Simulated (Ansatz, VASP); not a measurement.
**One calculation of YN, two programs**

```
Y N
1.0
     0.00000    2.41055    2.41055
     2.41055    0.00000    2.41055
     2.41055    2.41055    0.00000
Y N
1 1
Direct
  0.00000 0.00000 0.00000
  0.50000 0.50000 0.50000
```

Alike in both runs: task single point; functional LDA; k mesh 6 × 6 × 6; occupations gaussian, width 0.05 eV; no spin polarisation.

|  | VASP | Ansatz |
| --- | --- | --- |
| version | VASP 6.6.1 | Ansatz 0.2.0 |
| potentials or method | VASP PAW LDA potentials, release 64 (Y_sv, N), cutoff 600 eV | scalar-relativistic, plane waves, PAW |
| valence electrons in the cell | 16 | 16 |

```tsv
	VASP	Ansatz	Ansatz less VASP
gap on the k mesh at the Fermi level (eV)	0.01	0.02	+0.011
least direct gap on the mesh (eV)	0.35	0.37	+0.014
pressure (GPa)	0.1	0.0	-0.11
```

LDA's correlation is that of Perdew and Zunger in VASP and of Perdew and Wang (1992) in Ansatz.
